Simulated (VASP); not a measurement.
# C (Im-3m) in VASP: further runs

C is run at these levels: revPBE; tasks: single point.

Everything below comes from runs of VASP 6.6.1. Logs are shortened: lines on timing, memory, paths and dates and some standing lists are left out, and cuts for length are marked.

## (1) The cell of the first run

It takes space group Im-3m (No. 229, cubic). The conventional cell has a = 2.386 Å, b = 2.386 Å, c = 2.386 Å, α = 90.00°, β = 90.00°, γ = 90.00°. Within 2.7 Å of C (site symmetry m-3m) lie 14 C at 2.07 to 2.39 Å.

## (2) Single point, revPBE

Contents of INCAR:

```
SYSTEM = C
PREC = Accurate
ENCUT = 520
EDIFF = 1E-6
ISMEAR = -1
SIGMA = 0.1
LREAL = .FALSE.
LASPH = .TRUE.
NELM = 80
ALGO = Normal
ISIF = 2
LWAVE = .FALSE.
LCHARG = .FALSE.
GGA = RE
NBANDS = 8
```

Contents of KPOINTS:

```
regular mesh
0
G
  18 18 18
  0 0 0
```

Contents of POSCAR:

```
C
1.0
   -1.1931817733      1.1931817733      1.1931817733
    1.1931817733     -1.1931817733      1.1931817733
    1.1931817733      1.1931817733     -1.1931817733
C
1
Direct
    0.0000000000      0.0000000000      0.0000000000
```

Potentials or basis: VASP PAW PBE potentials, release 64 (C).

On the command line:

```
$ cat potpaw_PBE.64/C/POTCAR > POTCAR
$ mpirun -np 1 vasp_std > vasp.out
```

OUTCAR:

```text
SYSTEM = C
   PREC = Accurate
   ENCUT = 520
   EDIFF = 1E-6
   ISMEAR = -1
   LREAL = .FALSE.
   LASPH = .TRUE.
   NELM = 80
   ISIF = 2
   GGA = RE

 ion  position               nearest neighbor table
   1  0.000  0.000  0.000-

  LATTYP: Found a body centered cubic cell.
 ALAT       =     2.3863635466

  Lattice vectors:

 A1 = (  -1.1931817733,   1.1931817733,   1.1931817733)
 A2 = (   1.1931817733,  -1.1931817733,   1.1931817733)
 A3 = (   1.1931817733,   1.1931817733,  -1.1931817733)

Analysis of symmetry for initial positions (statically):
=====================================================================
 Subroutine PRICEL returns:
 Original cell was already a primitive cell.

 Routine SETGRP: Setting up the symmetry group for a
 body centered cubic supercell.

 Subroutine GETGRP returns: Found 48 space group operations
 (whereof 48 operations were pure point group operations)
 out of a pool of 48 trial point group operations.

The static configuration has the point symmetry O_h .

Analysis of symmetry for dynamics (positions and initial velocities):
=====================================================================
 Subroutine PRICEL returns:
 Original cell was already a primitive cell.

 Routine SETGRP: Setting up the symmetry group for a
 body centered cubic supercell.

 Subroutine GETGRP returns: Found 48 space group operations
 (whereof 48 operations were pure point group operations)
 out of a pool of 48 trial point group operations.

The dynamic configuration has the point symmetry O_h .

 Subroutine INISYM returns: Found 48 space group operations
 (whereof 48 operations are pure point group operations),
 and found     1 'primitive' translations

----------------------------------------------------------------------------------------

                                     Primitive cell

  volume of cell :       6.7948

  direct lattice vectors                    reciprocal lattice vectors
    -1.193181773  1.193181773  1.193181773     0.000000000  0.419047635  0.419047635
     1.193181773 -1.193181773  1.193181773     0.419047635  0.000000000  0.419047635
     1.193181773  1.193181773 -1.193181773     0.419047635  0.419047635  0.000000000

  length of vectors
[... 70 lines left out ...]
 SYSTEM =  C
   PREC   = accura    normal or accurate (medium, high low for compatibility)
   ISTART =      0    job   : 0-new  1-cont  2-samecut
   ICHARG =      2    charge: 1-file 2-atom 10-const
   ISPIN  =      1    spin polarized calculation?
   LNONCOLLINEAR =      F non collinear calculations
   LSORBIT =      F    spin-orbit coupling
   LASPH  =      T    aspherical Exc in radial PAW
   ENCUT  =  520.0 eV  38.22 Ry    6.18 a.u.   3.84  3.84  3.84*2*pi/ulx,y,z
   NELM   =     80;   NELMIN=  2; NELMDL= -5     # of ELM steps
   EDIFF  = 0.1E-05   stopping-criterion for ELM
   LREAL  =      F    real-space projection
[... 7 lines left out ...]
   TEBEG  =    0.0;   TEEND  =   0.0 temperature during run
   PSTRESS=    0.0 pullay stress
   NELECT =       4.0000    total number of electrons
   NUPDOWN=      -1.0000    fix difference up-down
   EMIN   =  10.00;   EMAX   =-10.00  energy-range for DOS
   EFERMI =   0.00;   METHOD = LEGACY
   ISMEAR =    -1;   SIGMA  =   0.10  broadening in eV -4-tet -1-fermi 0-gaus
   EFERMI_NEDOS =   21; number of points for ismear=-14 and -15
   IALGO  =     38    algorithm
   IMIX   =      4    mixing-type and parameters
     AMIX     =   0.40;   BMIX     =  1.00
     AMIX_MAG =   1.60;   BMIX_MAG =  1.00
  volume/ion in A,a.u.               =       6.79        45.85
  Fermi-wavevector in a.u.,A,eV,Ry     =   1.372045  2.592788 25.613053  1.882506
  Thomas-Fermi vector in A             =   2.497687
   LORBIT       =      0    0 simple, 1 ext, 2 COOP (PROOUT), +10 PAW based schemes
   GGA     = RE    functional components
   LHFCALC =     F    Hartree Fock is set to
   AEXX    =    0.0000 exact exchange contribution
   IVDW    =     0    specifies the selected vdW correction
   LEPSILON=     F    determine dielectric tensor
   LRPA    =     F    only Hartree local field effects (RPA)
 non-spin polarized calculation
  energy-cutoff  :      520.00
  volume of cell :        6.79
 maximum number of plane-waves:       193
   NGX =  7   NGY =  7   NGZ =  7

 number of electron       4.0000000 magnetization

 Free energy of the ion-electron system (eV)
  ---------------------------------------------------
  ext. energy  EPLUGINS =         0.00000000
  ---------------------------------------------------
  free energy    TOTEN  =        -4.52881699 eV

  energy without entropy =       -4.51759216  energy(sigma->0) =       -4.52320458

 E-fermi :   8.3767     XC(G=0): -13.0268

 val. band max:        8.3629027783   @ k =  -0.3889  -0.4444   0.0556
 cond. band min:       8.4016485198   @ k =   0.2778   0.2778   0.1667
 fundamental gap:      0.0387457416
 Fermi energy:         8.3767336698

 k-point     1 :       0.0000    0.0000    0.0000
  band No.  band energies     occupation
      1     -11.0961      2.00000
      2      17.3338      0.00000
      3      17.3338      0.00000
      4      17.3338      0.00000
      5      41.2431      0.00000
      6      41.2431      0.00000
      7      41.2431      0.00000
      8      43.1544      0.00000
[... 243 lines left out ...]
 k-point    24 :       0.3889    0.1111    0.0000
  band No.  band energies     occupation
      1      -2.1156      2.00000
      2       2.4386      2.00000
      3      11.5279      0.00000
      4      15.1327      0.00000
      5      30.7316      0.00000
      6      32.3877      0.00000
      7      41.8782      0.00000
      8      45.1667      0.00000

 [... further k-points ...]

------------------------ aborting loop because EDIFF is reached ----------------------------------------

  FORCE on cell =-STRESS in cart. coord.  units (eV):
  Direction    XX          YY          ZZ          XY          YZ          ZX
  --------------------------------------------------------------------------------------
  -------------------------------------------------------------------------------------
  Total        0.0022270      0.0022270      0.0022270      0.0000000      0.0000000     -0.0000000
  in kB        0.5251021      0.5251021      0.5251021      0.0000000      0.0000000     -0.0000000
  external PRESSURE =       0.5251021 kB  Pullay stress =       0.0000000 kB

 VOLUME and BASIS-vectors are now :
 -----------------------------------------------------------------------------
  energy-cutoff  :      520.00
  volume of cell :        6.79
      direct lattice vectors                 reciprocal lattice vectors
    -1.193181773  1.193181773  1.193181773     0.000000000  0.419047635  0.419047635
     1.193181773 -1.193181773  1.193181773     0.419047635  0.000000000  0.419047635
     1.193181773  1.193181773 -1.193181773     0.419047635  0.419047635  0.000000000

 POSITION                                       TOTAL-FORCE (eV/Angst)
 -----------------------------------------------------------------------------------
      0.00000      0.00000      0.00000         0.000000      0.000000      0.000000
 -----------------------------------------------------------------------------------
    total drift:                               -0.000000     -0.000000     -0.000000

  FREE ENERGIE OF THE ION-ELECTRON SYSTEM (eV)
  ---------------------------------------------------
  free  energy   TOTEN  =        -4.5288169907 eV

  energy  without entropy=       -4.5175921619  energy(sigma->0) =       -4.52320458
```

OSZICAR:

```text
N       E                     dE             d eps       ncg     rms          rms(c)
DAV:   1    -0.299857271953E+01   -0.29986E+01   -0.25305E+03  3504   0.496E+02
DAV:   2    -0.451990818988E+01   -0.15213E+01   -0.13803E+01  4024   0.270E+01
DAV:   3    -0.452516762377E+01   -0.52594E-02   -0.52585E-02  3536   0.167E+00
DAV:   4    -0.452516901102E+01   -0.13873E-05   -0.13862E-05  4376   0.255E-02
DAV:   5    -0.452516901038E+01    0.64301E-09   -0.11382E-09  3632   0.147E-04    0.106E+00
DAV:   6    -0.452714807036E+01   -0.19791E-02   -0.12013E-03  3544   0.221E-01    0.618E-01
DAV:   7    -0.452879027192E+01   -0.16422E-02   -0.23076E-03  3712   0.314E-01    0.390E-02
DAV:   8    -0.452881709951E+01   -0.26828E-04   -0.46013E-05  3776   0.523E-02    0.421E-03
DAV:   9    -0.452881699073E+01    0.10878E-06   -0.20349E-07  2464   0.385E-03
   1 F= -.45288170E+01 E0= -.45232046E+01  d E =-.112248E-01
```

stdout:

```text
POSCAR found type information on POSCAR C
 POSCAR found :  1 types and       1 ions
 scaLAPACK will be used
 -----------------------------------------------------------------------------
|                                                                             |
|                                                                             |
|     You enforced a specific xc type in the INCAR file but a different       |
|     I HOPE YOU KNOW WHAT YOU ARE DOING!                                     |
|                                                                             |
 -----------------------------------------------------------------------------

 LDA part: xc-table for (Slater+PW92), standard interpolation
 POSCAR, INCAR and KPOINTS ok, starting setup
 FFT: planning ... GRIDC
 FFT: planning ... GRID_SOFT
 FFT: planning ... GRID
 WAVECAR not read
 entering main loop
```

Wall time 9.8 s (1 thread of Intel Xeon 8259CL, shared host); peak memory 0.08 GiB.

What came out:

* Free energy: -4.5288 eV
* Pressure: 0.1 GPa
* Band gap on the k mesh: zero (band 2 reaches 17.33 eV, above the bottom of band 3 at 3.41 eV)

Levels at points of the mesh, in eV from the Fermi level:
| k point | band 1 | band 2 | band 3 | band 4 | band 5 | band 6 |
| --- | --- | --- | --- | --- | --- | --- |
| (0.00, 0.00, 0.00) | -19.47 | 8.96 | 8.96 | 8.96 | 32.87 | 32.87 |
| (0.50, 0.00, 0.00) | -8.72 | -8.65 | 4.37 | 7.58 | 21.37 | 22.59 |
| (0.50, 0.50, 0.50) | -1.53 | -1.53 | -1.53 | 0.30 | 11.91 | 11.91 |

Caveat: the PAW data sets were made with another functional, which shifts forces and pressure a little.

(Continued in part 2 of 2.)
